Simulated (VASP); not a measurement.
Tm, 1 atom in the cell. The structure is cubic, space group Fm-3m (No. 225). The conventional cell has a = 4.902 Å, b = 4.902 Å, c = 4.902 Å, α = 90.00°, β = 90.00°, γ = 90.00°. Within 4.6 Å of Tm (site symmetry m-3m) lie 12 Tm at 3.47 Å. This isn't the form of Tm at room conditions, which is hcp.

```yaml
Program: VASP 6.6.1
Task: single point
Functional: LDA
Potentials_or_basis: VASP PAW PBE potentials, release 64 (Tm)
Cutoff: 520 eV
k_mesh: 12 × 12 × 12
Occupations: fermi-dirac, width 0.136057 eV
Spin: no spin polarisation
Dipole_correction: no
Further_INCAR_settings: ALGO = Normal; EDIFF = 1e-06; NBANDS = 18
```

Potentials or basis: VASP PAW PBE potentials, release 64 (Tm).

Launch:

```sh
$ cat potpaw_PBE.64/Tm/POTCAR > POTCAR
$ mpirun -np 1 vasp_std > vasp.out
```

Hardware: 1 thread of AMD EPYC 7R13 Processor (Zen 3) (shared host).

**Question.** Estimate the wall time of this run.

**Answer.** Wall time 55 s on 1 thread of AMD EPYC 7R13 Processor (Zen 3), with other jobs on the host, peak memory 0.15 GiB. Counts: scf iterations 19, k points 72.
